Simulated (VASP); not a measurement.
# AlN: single point with PBE

Crystal: AlN.

```
CELL_PARAMETERS angstrom
3.11100 0.00000 0.00000
-1.55550 2.69421 0.10103
0.00000 0.18668 4.97800
ATOMIC_POSITIONS crystal
Al 0.33333 0.66667 0.00000
Al 0.66667 0.33333 0.50000
N 0.33333 0.66667 0.38500
N 0.66667 0.33333 0.88500
```

This cell differs from its parent crystal: strain +0.0750 x Voigt [0, 0, 0, 1, 0, 0].

- Program: VASP 6.6.1
- Task: single point
- Functional: PBE
- Potentials or basis: VASP PAW PBE potentials, release 64 (Al, N)
- Cutoff: 520 eV
- k mesh: 12 × 12 × 6
- Occupations: gaussian, width 0.05 eV
- Spin: no spin polarisation

- Pressure: 4.2 GPa
- Largest force: 0.550 eV/Å
- Band gap on the k mesh: 4.00 eV

Forces on the atoms (eV/Å):
```
Al   0.000 -0.487  0.216
Al   0.000 -0.333  0.211
N    0.000  0.314 -0.212
N    0.000  0.506 -0.215
```

Stress tensor (GPa, compression positive):
```
 4.66  0.00  0.00
 0.00  4.56 -9.69
 0.00 -9.69  3.38
```

Levels at points of the mesh, in eV from the valence-band top:
```tsv
k point	band 4	band 5	band 6	band 7	band 8	band 9	band 10	band 11	band 12	band 13
(0.00, 0.00, 0.00)	-1.08	-1.07	-0.50	-0.40	0.00	4.00	6.50	10.34	10.94	10.98
(0.50, 0.00, 0.00)	-4.39	-3.45	-2.27	-1.93	-0.87	5.63	5.70	7.74	10.08	11.07
(0.00, 0.50, 0.00)	-4.50	-3.32	-2.30	-1.90	-0.87	5.57	5.73	7.96	10.14	10.77
(0.00, 0.00, 0.50)	-3.46	-0.88	-0.88	-0.62	-0.61	6.25	6.26	10.19	10.19	10.93
(0.50, 0.00, 0.50)	-5.66	-1.81	-1.68	-1.56	-1.27	5.01	5.25	8.79	9.40	11.24
(0.00, 0.50, 0.50)	-5.54	-1.88	-1.74	-1.58	-1.15	4.90	5.37	8.53	9.72	11.34
```

It took 79 s on 1 thread of Intel(R) Xeon(R) Platinum 8259CL CPU @ 2.50GHz (Skylake/Cascade Lake), on a shared host, peak memory 0.25 GiB.

Caveat: the cell differs from its parent crystal (strain +0.0750 x Voigt [0, 0, 0, 1, 0, 0]); the cell stands under pressure. A k mesh can miss the band edges.
